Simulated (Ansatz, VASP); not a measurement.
# Two plane-wave programs on Zr

```
Zr
1.0
     0.00000    2.25500    2.32265
     2.25500    0.00000    2.32265
     2.25500    2.25500    0.00000
Zr
1
Direct
  0.00000 0.00000 0.00000
```

Change from the starting cell: strain +0.000 along x and y, +0.030 along z, atoms carried along.

Alike in both runs: task single point; functional LDA; k mesh 18 × 18 × 18; occupations gaussian, width 0.15 eV; no spin polarisation.

|  | VASP | Ansatz |
| --- | --- | --- |
| version | VASP 6.6.1 | Ansatz 0.2.0 |
| potentials or method | VASP PAW LDA potentials, release 64 (Zr_sv), cutoff 520 eV | scalar-relativistic, plane waves, PAW |
| valence electrons in the cell | 12 | 12 |

Ansatz gave:

```
gap on the k mesh at the Fermi level (eV)                     : none
pressure (GPa)                                                : -8.0
traceless stress, the component that is largest in VASP (GPa) : -0.64
```

Task: Which values does VASP return?

Result: gap on the k mesh at the Fermi level (eV): none; pressure (GPa): -7.9; traceless stress, the component that is largest in VASP (GPa): -0.63.

LDA's correlation is that of Perdew and Zunger in VASP and of Perdew and Wang (1992) in Ansatz. A gap of «none» marks a metal or a gap that the smearing closes.
